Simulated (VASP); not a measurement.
# BN (R3m) in VASP: further runs

BN is run at these levels: PBE; tasks: G0W0 quasiparticle levels.

All numbers are computed with VASP 6.6.1; they aren't measurements. Logs are shortened: lines on timing, memory, paths and dates and some standing lists are left out, and cuts for length are marked.

## (1) The cell of the first run

The structure is trigonal, space group R3m (No. 160). Conventional cell: a = 2.476 Å, b = 2.476 Å, c = 6.282 Å, α = 90.00°, β = 90.00°, γ = 120.00°. B (site symmetry 3m) has 4 N at 1.52 to 1.57 Å within 2.0 Å. Within 2.0 Å of N (site symmetry 3m) lie 4 B at 1.52 to 1.57 Å.

## (2) G0W0 quasiparticle levels, PBE

File POSCAR:

```
BN
1.0
    0.0418970831      1.7925777841      1.7925777841
    1.7925777841      0.0418970831      1.7925777841
    1.7925777841      1.7925777841      0.0418970831
B N
1 1
Direct
    0.0002707312      0.0002707312      0.0002707312
    0.2497292688      0.2497292688      0.2497292688
```

File INCAR.step1:

```
SYSTEM = BN
  PREC = Accurate
  ENCUT = 500
  EDIFF = 1E-8
  ISMEAR = 0
  SIGMA = 0.01
  LREAL = .FALSE.
  LASPH = .TRUE.
  NELM = 80
  ALGO = Normal
  LWAVE = .TRUE.
  LCHARG = .FALSE.
  GGA = PE
```

File INCAR.step2:

```
SYSTEM = BN
  PREC = Accurate
  ENCUT = 500
  EDIFF = 1E-8
  ISMEAR = 0
  SIGMA = 0.01
  LREAL = .FALSE.
  LASPH = .TRUE.
  NELM = 1
  ALGO = Exact
  LWAVE = .TRUE.
  LCHARG = .FALSE.
  GGA = PE
  NBANDS = 50
  LOPTICS = .TRUE.
  ISTART = 1
```

File INCAR.step3:

```
SYSTEM = BN
  PREC = Accurate
  ENCUT = 500
  EDIFF = 1E-8
  ISMEAR = 0
  SIGMA = 0.01
  LREAL = .FALSE.
  LASPH = .TRUE.
  ALGO = EVGW0
  LWAVE = .FALSE.
  LCHARG = .FALSE.
  GGA = PE
  NELMGW = 1
  NBANDS = 50
  ENCUTGW = 150.0
  NOMEGA = 96
  PRECFOCK = Fast
  ISTART = 1
  NBANDSGW = 12
  OMEGAMAX = 20
```

File KPOINTS:

```
regular mesh
0
G
  6 6 6
  0 0 0
```

Potentials or basis: VASP PAW PBE potentials, release 64 (B_GW, N_GW).

Run with:

```console
$ cat potpaw_PBE.64/B_GW/POTCAR potpaw_PBE.64/N_GW/POTCAR > POTCAR
$ cp INCAR.step1 INCAR
$ mpirun -np 1 vasp_std > vasp.out
$ cp INCAR.step2 INCAR
$ mpirun -np 1 vasp_std > vasp.out
$ cp INCAR.step3 INCAR
$ mpirun -np 1 vasp_std > vasp.out
```

OUTCAR:

```text
SYSTEM = BN
   PREC = Accurate
   ENCUT = 500
   EDIFF = 1E-8
   ISMEAR = 0
   LREAL = .FALSE.
   LASPH = .TRUE.
   GGA = PE
   NELMGW = 1
   ENCUTGW = 150.0
   PRECFOCK = Fast
   ISTART = 1

 ion  position               nearest neighbor table
   1  0.000  0.000  0.000-   2 1.52   2 1.52   2 1.52   2 1.57
   2  0.250  0.250  0.250-   1 1.52   1 1.52   1 1.52   1 1.57

  LATTYP: Found a trigonal (rhomboedric) cell.
 ALAT       =     2.5354340042
 COS(alpha) =     0.5232296191

  Lattice vectors:

 A1 = (   0.0418970831,   1.7925777841,   1.7925777841)
 A2 = (   1.7925777841,   0.0418970831,   1.7925777841)
 A3 = (   1.7925777841,   1.7925777841,   0.0418970831)

Analysis of symmetry for initial positions (statically):
=====================================================================
 Subroutine PRICEL returns:
 Original cell was already a primitive cell.

 Routine SETGRP: Setting up the symmetry group for a
 trigonal (rhombohedral) supercell.

 Subroutine GETGRP returns: Found  6 space group operations
 (whereof  6 operations were pure point group operations)
 out of a pool of 12 trial point group operations.

The static configuration has the point symmetry C_3v.

Analysis of symmetry for dynamics (positions and initial velocities):
=====================================================================
 Subroutine PRICEL returns:
 Original cell was already a primitive cell.

 Routine SETGRP: Setting up the symmetry group for a
 trigonal (rhombohedral) supercell.

 Subroutine GETGRP returns: Found  6 space group operations
 (whereof  6 operations were pure point group operations)
 out of a pool of 12 trial point group operations.

The dynamic configuration has the point symmetry C_3v.

 Subroutine INISYM returns: Found  6 space group operations
 (whereof  6 operations are pure point group operations),
 and found     1 'primitive' translations

----------------------------------------------------------------------------------------

                                     Primitive cell

  volume of cell :      11.1165

  direct lattice vectors                    reciprocal lattice vectors
     0.041897083  1.792577784  1.792577784    -0.288902275  0.282304113  0.282304113
     1.792577784  0.041897083  1.792577784     0.282304113 -0.288902275  0.282304113
     1.792577784  1.792577784  0.041897083     0.282304113  0.282304113 -0.288902275

  length of vectors
     2.535434004  2.535434004  2.535434004     0.492803966  0.492803966  0.492803966

  position of ions in fractional coordinates (direct lattice)
     0.000270731  0.000270731  0.000270731
     0.249729269  0.249729269  0.249729269

  ion indices of the primitive-cell ions
   primitive index   ion index
                 1           1
                 2           2

----------------------------------------------------------------------------------------

 KPOINTS: regular mesh

Automatic generation of k-mesh.
 Grid dimensions read from file:
 generate k-points for:    6    6    6

 Generating k-lattice:

  Cartesian coordinates                     Fractional coordinates (reciprocal lattice)
    -0.048150379  0.047050685  0.047050685     0.166666667  0.000000000  0.000000000
     0.047050685 -0.048150379  0.047050685     0.000000000  0.166666667  0.000000000
     0.047050685  0.047050685 -0.048150379     0.000000000  0.000000000  0.166666667

  Length of vectors
     0.082133994  0.082133994  0.082133994

  Shift w.r.t. Gamma in fractional coordinates (k-lattice)
     0.000000000  0.000000000  0.000000000

 Subroutine IBZKPT returns following result:
 ===========================================

 Found     32 irreducible k-points:

 Following reciprocal coordinates:
            Coordinates               Weight
  0.000000  0.000000  0.000000      1.000000
  0.166667 -0.000000 -0.000000      6.000000
  0.333333 -0.000000 -0.000000      6.000000
  0.500000  0.000000  0.000000      3.000000
  0.166667  0.166667  0.000000      6.000000
  0.333333  0.166667 -0.000000     12.000000
[... 16 lines left out ...]
  0.500000  0.500000  0.166667      6.000000
 -0.333333  0.500000  0.166667     12.000000
 [... further k-points ...]
   k-points           NKPTS =     32   k-points in BZ     NKDIM =    216   number of bands    NBANDS=     50
   number of dos      NEDOS =    301   number of ions     NIONS =      2
   total plane-waves  NPLWV =   5832
   dimension x,y,z NGX =    18 NGY =   18 NGZ =   18
   dimension x,y,z NGXF=    36 NGYF=   36 NGZF=   36
   ions per type =               1   1
   NGX,Y,Z   is equivalent  to a cutoff of  11.80, 11.80, 11.80 a.u.
   NGXF,Y,Z  is equivalent  to a cutoff of  23.60, 23.60, 23.60 a.u.
 SYSTEM =  BN
   PREC   = accura    normal or accurate (medium, high low for compatibility)
   ISTART =      1    job   : 0-new  1-cont  2-samecut
   ICHARG =      0    charge: 1-file 2-atom 10-const
   ISPIN  =      1    spin polarized calculation?
   LNONCOLLINEAR =      F non collinear calculations
   LSORBIT =      F    spin-orbit coupling
   LASPH  =      T    aspherical Exc in radial PAW
   ENCUT  =  500.0 eV  36.75 Ry    6.06 a.u.   4.62  4.62  4.62*2*pi/ulx,y,z
   NELM   =     60;   NELMIN=  2; NELMDL=  0     # of ELM steps
   EDIFF  = 0.1E-07   stopping-criterion for ELM
   LREAL  =      F    real-space projection
   EDIFFG = 0.1E-06   stopping-criterion for IOM
   NSW    =      0    number of steps for IOM
   IBRION =     -1    ionic relax: 0-MD 1-quasi-New 2-CG
   NFREE  =      0    steps in history (QN), initial steepest desc. (CG)
   ISIF   =      0    stress and relaxation
   ISYM   =      3    0-nonsym 1-usesym 2-fastsym
   POTIM  = 0.5000    time-step for ionic-motion
   TEBEG  =    0.0;   TEEND  =   0.0 temperature during run
   PSTRESS=    0.0 pullay stress
   NELECT =       8.0000    total number of electrons
   NUPDOWN=      -1.0000    fix difference up-down
   EMIN   =  10.00;   EMAX   =-10.00  energy-range for DOS
   EFERMI =   0.00;   METHOD = LEGACY
   ISMEAR =     0;   SIGMA  =   0.01  broadening in eV -4-tet -1-fermi 0-gaus
   EFERMI_NEDOS =   21; number of points for ismear=-14 and -15
   IALGO  =     38    algorithm
   IMIX   =      4    mixing-type and parameters
     AMIX     =   0.40;   BMIX     =  1.00
     AMIX_MAG =   1.60;   BMIX_MAG =  1.00
  volume/ion in A,a.u.               =       5.56        37.51
  Fermi-wavevector in a.u.,A,eV,Ry     =   1.467063  2.772348 29.283483  2.152275
  Thomas-Fermi vector in A             =   2.582726
   LORBIT       =      0    0 simple, 1 ext, 2 COOP (PROOUT), +10 PAW based schemes
   GGA     = PE    functional components
   LHFCALC =     T    Hartree Fock is set to
   PRECFOCK=fast      Normal, Fast or Accurate (Low or Medium for compatibility)
   ENCUT4O =  -1.0   cutoff for four orbital integrals eV
   NKREDX  =     1    reduce k-point grid by
   NKREDY  =     1    reduce k-point grid by
   NKREDZ  =     1    reduce k-point grid by
   AEXX    =    1.0000 exact exchange contribution
   HFSCREEN=    0.0000 screening length (either q_TF or 0.3 A-1)
   HFSCREENC=   0.0000 screening length for correlation (either q_TF or 0.3 A-1)
   ENCUTFOCK=  -1.0 apply spherical cutoff to Coloumb kernel
   IVDW    =     0    specifies the selected vdW correction
   LEPSILON=     F    determine dielectric tensor
   LRPA    =     F    only Hartree local field effects (RPA)
   LRPAFORCE           =     F    calculate RPA forces
   ENCUTGW             = 150.0    cutoff for response function in eV
   ENCUTGWSOFT         = 120.0    soft cutoff for Coulomb kernel in GW response function in eV
   ENCUTLF             =  -1.0    cutoff for local field effects
   NELMGW              =     1    number of iterations in solving QP/BSE equation
   NELMHF              =     1    number of iterations in the inner HF iteration
   NKREDLFX            =     1    NKREDLFY  =   1   NKREDLFZ  =   1
 non-spin polarized calculation
 Gauss-broadening in eV      SIGMA  =   0.01
  energy-cutoff  :      500.00
  volume of cell :       11.12
 maximum number of plane-waves:       293
  NGX = 12; NGY = 12; NGZ = 12
   NGX =  9   NGY =  9   NGZ =  9
 maximum number of plane-waves:        59
 NGX is ok and might be reduce to    12

 QP shifts <psi_nk| G(iteration)W_0 |psi_nk>: iteration 1
 for sc-GW calculations column KS-energies equals QP-energies in previous step
 and V_xc(KS)=  KS-energies - (<T + V_ion + V_H > + <T+V_H+V_ion>^1  + <V_x>^1)

 k-point   1 :       0.0000    0.0000    0.0000
  band No.  KS-energies  QP-energies   sigma(KS)   V_xc(KS)     V^pw_x(r,r')   Z            occupation Imag(sigma)

      1     -12.7126     -14.6361     -18.1070     -15.6345     -26.8118       0.7779       2.0000       1.3099
      2       8.0613       7.2943     -19.2864     -18.3646     -21.9645       0.8320       2.0000       0.0280
      3       8.3098       7.5534     -19.4580     -18.5473     -22.2472       0.8305       2.0000       0.0301
      4       8.3098       7.5534     -19.4580     -18.5473     -22.2472       0.8305       2.0000       0.0301
      5      16.4853      17.8203     -12.4063     -13.9957      -7.3672       0.8399       0.0000      -0.0414
      6      17.6640      19.0978     -12.3533     -14.0596      -7.1503       0.8403       0.0000      -0.0433
      7      17.6640      19.0978     -12.3533     -14.0596      -7.1503       0.8403       0.0000      -0.0433
      8      19.8307      21.0977     -13.9622     -15.5059      -8.2087       0.8207       0.0000      -0.0560
      9      34.1241      34.6397     -11.0303     -11.6835      -3.3740       0.7893       0.0000      -0.4633
     10      36.7799      38.0564     -12.0996     -13.6261      -5.6225       0.8362       0.0000      -0.4752
     11      36.7799      38.0564     -12.0996     -13.6261      -5.6225       0.8362       0.0000      -0.4752
     12      37.0253      37.6688     -10.6846     -11.4660      -3.2145       0.8236       0.0000      -0.7859

 k-point   2 :       0.1667   -0.0000   -0.0000
  band No.  KS-energies  QP-energies   sigma(KS)   V_xc(KS)     V^pw_x(r,r')   Z            occupation Imag(sigma)

      1     -11.9968     -13.8501     -18.1417     -15.7459     -26.7125       0.7736       2.0000       1.2077
      2       5.1937       4.0907     -18.5872     -17.2408     -21.8891       0.8192       2.0000       0.0345
      3       7.4272       6.5934     -19.0028     -17.9985     -21.7721       0.8301       2.0000       0.0284
      4       7.5944       6.7630     -19.1605     -18.1585     -22.0399       0.8297       2.0000       0.0295
      5      17.3640      18.7161     -12.8081     -14.4264      -7.6144       0.8355       0.0000      -0.0427
      6      18.3741      19.7592     -12.7766     -14.4339      -7.4769       0.8358       0.0000      -0.0439
      7      18.6432      20.1500     -12.6027     -14.4083      -7.2148       0.8345       0.0000      -0.0450
      8      21.6528      23.1864     -14.2134     -16.1044      -8.1686       0.8110       0.0000      -0.0630
      9      32.2375      33.1199     -11.1082     -12.1767      -4.5943       0.8258       0.0000      -0.3225
     10      33.0659      34.0215     -11.3009     -12.4492      -4.8834       0.8322       0.0000      -0.3549
     11      33.1226      33.7455     -10.5404     -11.3109      -3.3829       0.8085       0.0000      -0.3908
     12      37.5373      38.3181     -11.5019     -12.4652      -3.5329       0.8105       0.0000      -0.9059
[... 324 lines left out ...]
      1      -7.4664      -9.0238     -19.1048     -17.0462     -26.7514       0.7565       2.0000       0.5706
      2      -0.1756      -1.7481     -17.8057     -15.8085     -22.4240       0.7873       2.0000       0.0703
      3       1.7509       0.3618     -17.6445     -15.9177     -21.6024       0.8044       2.0000       0.0499
      4       3.8873       2.6867     -18.2548     -16.7814     -21.8576       0.8149       2.0000       0.0401
      5      14.8317      15.7481     -12.3276     -13.4083      -7.6182       0.8480       0.0000      -0.0377
      6      19.6512      20.7407     -12.1596     -13.4565      -6.8043       0.8401       0.0000      -0.0463
      7      25.3766      27.2307     -13.7092     -16.0701      -6.6954       0.7854       0.0000      -0.1048
      8      25.8912      27.6908     -13.8930     -16.1945      -6.6969       0.7819       0.0000      -0.1172
      9      28.8704      30.4604     -14.0922     -16.1386      -6.7408       0.7770       0.0000      -0.1939
     10      36.0079      37.4337     -12.1634     -13.9464      -4.0079       0.7996       0.0000      -0.7209
     11      39.4502      40.6293     -11.6975     -13.1179      -4.4463       0.8300       0.0000      -0.8035
     12      44.4452      45.5066     -11.2411     -12.5246      -3.3232       0.8269       0.0000      -1.1237

 k-point  24 :      -0.3333    0.5000    0.1667
  band No.  KS-energies  QP-energies   sigma(KS)   V_xc(KS)     V^pw_x(r,r')   Z            occupation Imag(sigma)

      1      -6.4913      -7.9971     -19.6067     -17.6093     -27.1096       0.7539       2.0000       0.4696
      2      -0.3345      -1.9530     -17.7364     -15.6751     -22.4310       0.7852       2.0000       0.0733
      3       1.5508       0.1701     -17.3864     -15.6719     -21.2625       0.8053       2.0000       0.0497
      4       1.8088       0.4330     -17.5685     -15.8608     -21.4971       0.8056       2.0000       0.0492
      5      16.1793      17.2347     -12.8563     -14.1114      -8.0177       0.8409       0.0000      -0.0409
      6      20.7803      21.9493     -12.2078     -13.6065      -6.6871       0.8358       0.0000      -0.0483
      7      23.9821      25.6183     -13.2972     -15.3572      -6.5077       0.7942       0.0000      -0.0930
      8      25.9983      27.7662     -13.7090     -15.9601      -6.6404       0.7853       0.0000      -0.1141
      9      28.7858      30.4818     -14.3225     -16.5057      -6.8854       0.7769       0.0000      -0.1931
     10      35.2238      36.7603     -12.2519     -14.1705      -4.3365       0.8009       0.0000      -0.6172
     11      39.4215      40.4904     -11.8972     -13.1934      -4.3134       0.8246       0.0000      -0.8679
     12      42.8294      44.1543     -11.6605     -13.2738      -3.9595       0.8213       0.0000      -0.9726

 [... further k-points ...]
```

Run time: 53 s. Hardware: 1 thread of Intel Xeon 6975P-C (Granite Rapids), shared host; peak memory 0.24 GiB.

Results:

```yaml
Quasiparticle_gap: 5.90 eV
Least_direct_quasiparticle_gap: 10.27 eV
Band_gap_of_the_starting_levels_on_the_mesh: 4.41 eV
Least_direct_gap_of_the_starting_levels_on_the_mesh: 8.18 eV
```

Caveat: the k points lie up to 0.52 Å⁻¹ apart; bands, screening cutoff and mesh are small and nothing is extrapolated, so the quasiparticle values aren't converged.

(Part 1 of 2 ends here.)
